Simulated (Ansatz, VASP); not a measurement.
**GaAs: VASP beside Ansatz**

File INCAR:

```
PREC = Accurate
ENCUT = 510
EDIFF = 1E-6
ISMEAR = -1
SIGMA = 0.02
LREAL = F
LASPH = T
NELM = 120
ALGO = Normal
ISIF = 2
LWAVE = F
LCHARG = F
GGA = PE
NBANDS = 21
GGA_COMPAT = F
```

The input KPOINTS:

```
regular mesh
0
Gamma
  8 8 8
```

The input POSCAR:

```
GaAs
1.0
    0.0000000000      2.8330831910      2.8330831910
    2.8330831910      0.0000000000      2.8330831910
    2.8330831910      2.8330831910      0.0000000000
Ga As
1 1
Direct
    0.0000000000      0.0000000000      0.0000000000
    0.2500000000      0.2500000000      0.2500000000
```

Input for Ansatz:

```yaml
crystal:
  lattice:
    - [0.0, 2.833083191, 2.833083191]
    - [2.833083191, 0.0, 2.833083191]
    - [2.833083191, 2.833083191, 0.0]
  atoms:
    - { symbol: Ga, position: [0.0, 0.0, 0.0] }
    - { symbol: As, position: [0.25, 0.25, 0.25] }
kpoints:
  mp_grid: { grid: [8, 8, 8] }
  band_path:
    path:
      - [0.0, 0.0, 0.0]
      - [-0.5, -0.5, 0.0]
      - [-0.375, -0.375, 0.25]
      - [-0.375, 0.0, 0.375]
      - [0.0, 0.0, 0.5]
      - [-0.5, -0.25, 0.25]
    npoints: 1
hamiltonian:
  xc: pbe
scf:
  occupations: { method: fermi_dirac, width: 0.02 }
  n_extra_bands: 4
output:
  forces: true
  stress: true
  eigenvalues: true
```

Alike in both runs: task single point; functional PBE; k mesh 8 × 8 × 8; occupations fermi-dirac, width 0.02 eV; no spin polarisation.

|  | VASP | Ansatz |
| --- | --- | --- |
| version | VASP 6.6.1 | Ansatz 0.2.0 |
| potentials or method | VASP PAW PBE potentials, release 64 (Ga_d, As_d) | plane waves, PAW |
| plane-wave cutoff (eV) | 510 | 420 |
| valence electrons in the cell | 28 | 28 |

```csv
,VASP,Ansatz,Ansatz less VASP
pressure (GPa),2.7,2.8,+0.05
```
